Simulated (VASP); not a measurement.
# SiMo5 (P-3m1) in VASP: single point with PBE

Aim: the single point of SiMo5 with PBE.

Program: VASP 6.6.1. These are calculated values, not measurements. Logs are shortened: lines on timing, memory, paths and dates and some standing lists are left out, and cuts for length are marked.

## Step 1: The cell of the first run

The structure is trigonal, space group P-3m1 (No. 164). Conventional cell: a = 4.427 Å, b = 4.427 Å, c = 5.366 Å, α = 90.00°, β = 90.00°, γ = 120.00°. Si (site symmetry -3m) has 14 Mo at 2.68 to 3.10 Å within 3.5 Å. Mo (site symmetry 3m) has 11 Mo at 2.67 to 3.13 Å and 3 Si at 2.71 Å within 3.5 Å. Mo (site symmetry 3m) has 11 Mo at 2.67 to 3.15 Å and 3 Si at 3.10 Å within 3.5 Å. Within 3.5 Å of Mo (site symmetry -3m) lie 2 Si at 2.68 Å and 12 Mo at 2.72 to 3.11 Å.

## Step 2: Single point, PBE

File INCAR:

```
SYSTEM = SiMo5
  PREC = Accurate
  ENCUT = 520
  EDIFF = 1E-6
  ISMEAR = 0
  SIGMA = 0.1
  LREAL = .FALSE.
  LASPH = .TRUE.
  NELM = 80
  ALGO = Fast
  ISIF = 2
  LWAVE = .FALSE.
  LCHARG = .FALSE.
  GGA = PE
  NBANDS = 46
```

File KPOINTS:

```
regular mesh
0
G
  12 12 6
  0 0 0
```

File POSCAR:

```
SiMo5
1.0
    4.4266194001      0.0000000000      0.0000000000
   -2.2133097000      3.8335648533      0.0000000000
    0.0000000000      0.0000000000      5.3659423236
Si Mo
1 5
Direct
    0.0000000000      0.0000000000      0.0000000000
    0.6666666667      0.3333333333      0.8310236590
    0.3333333333      0.6666666667      0.6714707248
    0.3333333333      0.6666666667      0.1689763410
    0.6666666667      0.3333333333      0.3285292752
    0.0000000000      0.0000000000      0.5000000000
```

Potentials or basis: VASP PAW PBE potentials, release 64 (Si, Mo_sv).

On the command line:

```sh
$ cat potpaw_PBE.64/Si/POTCAR potpaw_PBE.64/Mo_sv/POTCAR > POTCAR
$ mpirun -np 1 vasp_std > vasp.out
```

OUTCAR:

```text
SYSTEM = SiMo5
   PREC = Accurate
   ENCUT = 520
   EDIFF = 1E-6
   ISMEAR = 0
   LREAL = .FALSE.
   LASPH = .TRUE.
   NELM = 80
   ISIF = 2
   GGA = PE

 ion  position               nearest neighbor table
   1  0.000  0.000  0.000-   6 2.68   6 2.68   2 2.71   4 2.71   4 2.71   2 2.71   2 2.71   4 2.71
                             3 3.10   5 3.10   5 3.10   3 3.10   3 3.10   5 3.10
   2  0.667  0.333  0.831-   5 2.67   3 2.70   3 2.70   3 2.70   5 2.70   1 2.71   1 2.71   1 2.71
                             6 3.11   6 3.11   6 3.11   4 3.13   4 3.13   4 3.13
   3  0.333  0.667  0.671-   4 2.67   2 2.70   2 2.70   2 2.70   4 2.70   6 2.72   6 2.72   6 2.72
                             1 3.10   1 3.10   1 3.10   5 3.15   5 3.15   5 3.15
   4  0.333  0.667  0.169-   3 2.67   5 2.70   5 2.70   5 2.70   3 2.70   1 2.71   1 2.71   1 2.71
                             6 3.11   6 3.11   6 3.11   2 3.13   2 3.13   2 3.13
   5  0.667  0.333  0.329-   2 2.67   4 2.70   4 2.70   4 2.70   2 2.70   6 2.72   6 2.72   6 2.72
                             1 3.10   1 3.10   1 3.10   3 3.15   3 3.15   3 3.15
   6  0.000  0.000  0.500-   1 2.68   1 2.68   5 2.72   3 2.72   3 2.72   5 2.72   5 2.72   3 2.72
                             2 3.11   4 3.11   4 3.11   2 3.11   2 3.11   4 3.11

  LATTYP: Found a hexagonal cell.
 ALAT       =     4.4266194001
 C/A-ratio  =     1.2121987094

  Lattice vectors:

 A1 = (   4.4266194001,   0.0000000000,   0.0000000000)
 A2 = (  -2.2133097000,   3.8335648533,   0.0000000000)
 A3 = (   0.0000000000,   0.0000000000,   5.3659423236)

Analysis of symmetry for initial positions (statically):
=====================================================================
 Subroutine PRICEL returns:
 Original cell was already a primitive cell.

 Routine SETGRP: Setting up the symmetry group for a
 hexagonal supercell.

 Subroutine GETGRP returns: Found 12 space group operations
 (whereof 12 operations were pure point group operations)
 out of a pool of 24 trial point group operations.

The static configuration has the point symmetry D_3d.

Analysis of symmetry for dynamics (positions and initial velocities):
=====================================================================
 Subroutine PRICEL returns:
 Original cell was already a primitive cell.

 Routine SETGRP: Setting up the symmetry group for a
 hexagonal supercell.

 Subroutine GETGRP returns: Found 12 space group operations
 (whereof 12 operations were pure point group operations)
 out of a pool of 24 trial point group operations.

The dynamic configuration has the point symmetry D_3d.

 Subroutine INISYM returns: Found 12 space group operations
 (whereof 12 operations are pure point group operations),
 and found     1 'primitive' translations

----------------------------------------------------------------------------------------

                                     Primitive cell

  volume of cell :      91.0586

  direct lattice vectors                    reciprocal lattice vectors
     4.426619400  0.000000000  0.000000000     0.225906027  0.130426905  0.000000000
    -2.213309700  3.833564853  0.000000000     0.000000000  0.260853811  0.000000000
     0.000000000  0.000000000  5.365942324     0.000000000  0.000000000  0.186360557

  length of vectors
     4.426619400  4.426619400  5.365942324     0.260853811  0.260853811  0.186360557

  position of ions in fractional coordinates (direct lattice)
     0.000000000  0.000000000  0.000000000
     0.666666667  0.333333333  0.831023659
     0.333333333  0.666666667  0.671470725
     0.333333333  0.666666667  0.168976341
     0.666666667  0.333333333  0.328529275
     0.000000000  0.000000000  0.500000000

  ion indices of the primitive-cell ions
   primitive index   ion index
                 1           1
                 2           2
                 3           3
                 4           4
                 5           5
                 6           6

----------------------------------------------------------------------------------------

 KPOINTS: regular mesh

Automatic generation of k-mesh.
 Grid dimensions read from file:
 generate k-points for:   12   12    6

 Generating k-lattice:

  Cartesian coordinates                     Fractional coordinates (reciprocal lattice)
     0.018825502  0.010868909  0.000000000     0.083333333  0.000000000  0.000000000
     0.000000000  0.021737818  0.000000000     0.000000000  0.083333333  0.000000000
     0.000000000  0.000000000  0.031060093     0.000000000  0.000000000  0.166666667

  Length of vectors
     0.021737818  0.021737818  0.031060093

  Shift w.r.t. Gamma in fractional coordinates (k-lattice)
     0.000000000  0.000000000  0.000000000

 Subroutine IBZKPT returns following result:
 ===========================================

 Found    100 irreducible k-points:

 Following reciprocal coordinates:
            Coordinates               Weight
  0.000000  0.000000  0.000000      1.000000
  0.083333 -0.000000  0.000000      6.000000
  0.166667  0.000000  0.000000      6.000000
  0.250000  0.000000  0.000000      6.000000
  0.333333  0.000000  0.000000      6.000000
  0.416667  0.000000  0.000000      6.000000
[... 16 lines left out ...]
  0.166667  0.000000  0.166667      6.000000
  0.000000  0.166667  0.166667      6.000000
 [... further k-points ...]
   k-points           NKPTS =    100   k-points in BZ     NKDIM =    100   number of bands    NBANDS=     46
   number of dos      NEDOS =    301   number of ions     NIONS =      6
   total plane-waves  NPLWV =  51840
   dimension x,y,z NGX =    36 NGY =   36 NGZ =   40
   dimension x,y,z NGXF=    72 NGYF=   72 NGZF=   80
   ions per type =               1   5
   NGX,Y,Z   is equivalent  to a cutoff of  13.52, 13.52, 12.39 a.u.
   NGXF,Y,Z  is equivalent  to a cutoff of  27.04, 27.04, 24.79 a.u.
 SYSTEM =  SiMo5
   PREC   = accura    normal or accurate (medium, high low for compatibility)
   ISTART =      0    job   : 0-new  1-cont  2-samecut
   ICHARG =      2    charge: 1-file 2-atom 10-const
   ISPIN  =      1    spin polarized calculation?
   LNONCOLLINEAR =      F non collinear calculations
   LSORBIT =      F    spin-orbit coupling
   LASPH  =      T    aspherical Exc in radial PAW
   ENCUT  =  520.0 eV  38.22 Ry    6.18 a.u.   8.23  8.23  9.98*2*pi/ulx,y,z
   NELM   =     80;   NELMIN=  2; NELMDL= -5     # of ELM steps
   EDIFF  = 0.1E-05   stopping-criterion for ELM
   LREAL  =      F    real-space projection
   EDIFFG = 0.1E-04   stopping-criterion for IOM
   NSW    =      0    number of steps for IOM
   IBRION =     -1    ionic relax: 0-MD 1-quasi-New 2-CG
   NFREE  =      0    steps in history (QN), initial steepest desc. (CG)
   ISIF   =      2    stress and relaxation
   ISYM   =      2    0-nonsym 1-usesym 2-fastsym
   POTIM  = 0.5000    time-step for ionic-motion
   TEBEG  =    0.0;   TEEND  =   0.0 temperature during run
   PSTRESS=    0.0 pullay stress
   NELECT =      74.0000    total number of electrons
   NUPDOWN=      -1.0000    fix difference up-down
   EMIN   =  10.00;   EMAX   =-10.00  energy-range for DOS
   EFERMI =   0.00;   METHOD = LEGACY
   ISMEAR =     0;   SIGMA  =   0.10  broadening in eV -4-tet -1-fermi 0-gaus
   EFERMI_NEDOS =   21; number of points for ismear=-14 and -15
   IALGO  =     68    algorithm
   IMIX   =      4    mixing-type and parameters
     AMIX     =   0.40;   BMIX     =  1.00
     AMIX_MAG =   1.60;   BMIX_MAG =  1.00
  volume/ion in A,a.u.               =      15.18       102.42
  Fermi-wavevector in a.u.,A,eV,Ry     =   1.527725  2.886981 31.755215  2.333942
  Thomas-Fermi vector in A             =   2.635581
   LORBIT       =      0    0 simple, 1 ext, 2 COOP (PROOUT), +10 PAW based schemes
   GGA     = PE    functional components
   LHFCALC =     F    Hartree Fock is set to
   AEXX    =    0.0000 exact exchange contribution
   IVDW    =     0    specifies the selected vdW correction
   LEPSILON=     F    determine dielectric tensor
   LRPA    =     F    only Hartree local field effects (RPA)
 non-spin polarized calculation
 RMM-DIIS sequential band-by-band and
 Gauss-broadening in eV      SIGMA  =   0.10
  energy-cutoff  :      520.00
  volume of cell :       91.06
 maximum number of plane-waves:      2480
 NGX is ok and might be reduce to    36
   NGX = 17   NGY = 17   NGZ = 19

 number of electron      74.0000008 magnetization

 Free energy of the ion-electron system (eV)
  ---------------------------------------------------
  ext. energy  EPLUGINS =         0.00000000
  ---------------------------------------------------
  free energy    TOTEN  =       -60.55445886 eV

  energy without entropy =      -60.53712456  energy(sigma->0) =      -60.54579171

 E-fermi :  12.3444     XC(G=0): -13.1301

 val. band max:       12.3422262685   @ k =   0.3333   0.0833   0.5000
 cond. band min:      12.3480097983   @ k =   0.4167   0.1667   0.5000
 fundamental gap:      0.0057835299
 Fermi energy:        12.3444329568

 k-point     1 :       0.0000    0.0000    0.0000
  band No.  band energies     occupation
      1     -48.8189      2.00000
      2     -48.6683      2.00000
      3     -48.4591      2.00000
      4     -48.3602      2.00000
      5     -48.3169      2.00000
      6     -23.2947      2.00000
[... 38 lines left out ...]
     45      15.9293      0.00000
     46      16.0892      0.00000

 k-point     2 :       0.0833   -0.0000    0.0000
  band No.  band energies     occupation
      1     -48.8143      2.00000
      2     -48.6683      2.00000
      3     -48.4608      2.00000
      4     -48.3613      2.00000
      5     -48.3191      2.00000
      6     -23.3042      2.00000
[... 38 lines left out ...]
     45      15.2800      0.00000
     46      15.4399      0.00000

 k-point     3 :       0.1667    0.0000    0.0000
  band No.  band energies     occupation
      1     -48.8007      2.00000
      2     -48.6685      2.00000
      3     -48.4659      2.00000
      4     -48.3640      2.00000
      5     -48.3253      2.00000
      6     -23.3349      2.00000
[... 1018 lines left out ...]
     45      14.8390      0.00000
     46      14.9867      0.00000

 k-point    24 :       0.0000    0.1667    0.1667
  band No.  band energies     occupation
      1     -48.7935      2.00000
      2     -48.6727      2.00000
      3     -48.4640      2.00000
      4     -48.3650      2.00000
      5     -48.3297      2.00000
      6     -23.2906      2.00000
[... 38 lines left out ...]
     45      14.7900      0.00000
     46      15.2551      0.00000

 [... further k-points ...]

------------------------ aborting loop because EDIFF is reached ----------------------------------------

  FORCE on cell =-STRESS in cart. coord.  units (eV):
  Direction    XX          YY          ZZ          XY          YZ          ZX
  --------------------------------------------------------------------------------------
  -------------------------------------------------------------------------------------
  Total        0.2399220      0.2399220      0.2420613      0.0000000      0.0000000      0.0000000
  in kB        4.2214298      4.2214298      4.2590723      0.0000000      0.0000000      0.0000000
  external PRESSURE =       4.2339773 kB  Pullay stress =       0.0000000 kB

 VOLUME and BASIS-vectors are now :
 -----------------------------------------------------------------------------
  energy-cutoff  :      520.00
  volume of cell :       91.06
      direct lattice vectors                 reciprocal lattice vectors
     4.426619400  0.000000000  0.000000000     0.225906027  0.130426905  0.000000000
    -2.213309700  3.833564853  0.000000000     0.000000000  0.260853811  0.000000000
     0.000000000  0.000000000  5.365942324     0.000000000  0.000000000  0.186360557

 POSITION                                       TOTAL-FORCE (eV/Angst)
 -----------------------------------------------------------------------------------
      0.00000      0.00000      0.00000         0.000000      0.000000      0.000000
      2.21331      1.27785      4.45923         0.000000      0.000000      0.003841
     -0.00000      2.55571      3.60307        -0.000000      0.000000     -0.004099
     -0.00000      2.55571      0.90672        -0.000000      0.000000     -0.003841
      2.21331      1.27785      1.76287         0.000000     -0.000000      0.004099
      0.00000      0.00000      2.68297         0.000000      0.000000      0.000000
 -----------------------------------------------------------------------------------
    total drift:                                0.000000     -0.000000     -0.000000

  FREE ENERGIE OF THE ION-ELECTRON SYSTEM (eV)
  ---------------------------------------------------
  free  energy   TOTEN  =       -60.5544588595 eV

  energy  without entropy=      -60.5371245611  energy(sigma->0) =      -60.54579171
```

Run time: 9.8 min. Hardware: 1 thread of Oxide Virtual Turin-like, shared host; peak memory 0.4 GiB.

What came out:

```
Free energy            : -60.5545 eV
Pressure               : 0.4 GPa
Largest force          : 0.004 eV/Å
Band gap on the k mesh : zero (bands 37 and 38 overlap by 1.06 eV)
```

Forces in eV/Å, atoms in the order of the input:
```
Si   0.000  0.000  0.000
Mo   0.000  0.000  0.004
Mo   0.000  0.000 -0.004
Mo   0.000  0.000 -0.004
Mo   0.000  0.000  0.004
Mo   0.000  0.000  0.000
```

Levels at points of the mesh, in eV from the Fermi level:
| k point | band 33 | band 34 | band 35 | band 36 | band 37 | band 38 | band 39 | band 40 | band 41 | band 42 |
| --- | --- | --- | --- | --- | --- | --- | --- | --- | --- | --- |
| (0.00, 0.00, 0.00) | -2.35 | -1.59 | -1.59 | 0.37 | 0.37 | 0.64 | 1.98 | 1.98 | 2.04 | 2.04 |
| (0.50, 0.00, 0.00) | -2.25 | -1.00 | -0.63 | -0.50 | -0.39 | -0.11 | 1.18 | 1.44 | 1.51 | 1.62 |
| (0.00, 0.00, 0.50) | -2.12 | -2.03 | -0.74 | 0.01 | 0.30 | 0.30 | 0.59 | 1.56 | 1.56 | 2.07 |
| (0.50, 0.00, 0.50) | -2.01 | -1.80 | -1.42 | -0.56 | -0.54 | -0.36 | 0.98 | 1.13 | 1.25 | 1.45 |
